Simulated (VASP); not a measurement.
**Li: single point with PBE**

Li, a sheet with vacuum:

```
Li
1.0
     3.71442    0.00000    0.00000
     0.00000    3.71442    0.00000
     0.00000    0.00000   33.14423
Li
4
Direct
  0.00000 0.00000 0.32559
  0.00000 0.00000 0.18732
  0.00000 0.50000 0.25645
  0.50000 0.00000 0.25645
```

```yaml
Program: VASP 6.6.1
Task: single point
Functional: PBE
Potentials_or_basis: VASP PAW PBE potentials, release 64 (Li_sv)
Cutoff: 520 eV
k_mesh: 12 × 12 × 1
Occupations: gaussian, width 0.1 eV
Spin: no spin polarisation
Dipole_correction: yes
Further_INCAR_settings: ALGO = Normal; EDIFF = 1e-06; NBANDS = 14
```

```json
{
 "Band gap on the k mesh": "zero (band 6 reaches -1.50 eV, above the bottom of band 7 at -2.27 eV)"
}
```

Forces in eV/Å, atoms in the order of the input:
```
Li   0.000  0.000 -0.003
Li   0.000  0.000  0.003
Li   0.000  0.000  0.000
Li   0.000  0.000  0.000
```

Levels at points of the mesh, in eV from the Fermi level:
```tsv
k point	band 4	band 5	band 6	band 7	band 8	band 9
(0.00, 0.00, 0.00)	-46.47	-3.08	-1.85	-0.17	0.71	2.38
(0.50, 0.00, 0.00)	-46.50	-1.12	-1.01	0.14	0.84	2.06
(0.50, 0.50, 0.00)	-46.50	-0.24	0.48	1.67	1.67	1.89
```

Wall time 2.3 min on 1 thread of Intel(R) Xeon(R) 6975P-C (Granite Rapids) (shared host), peak memory 0.49 GiB.
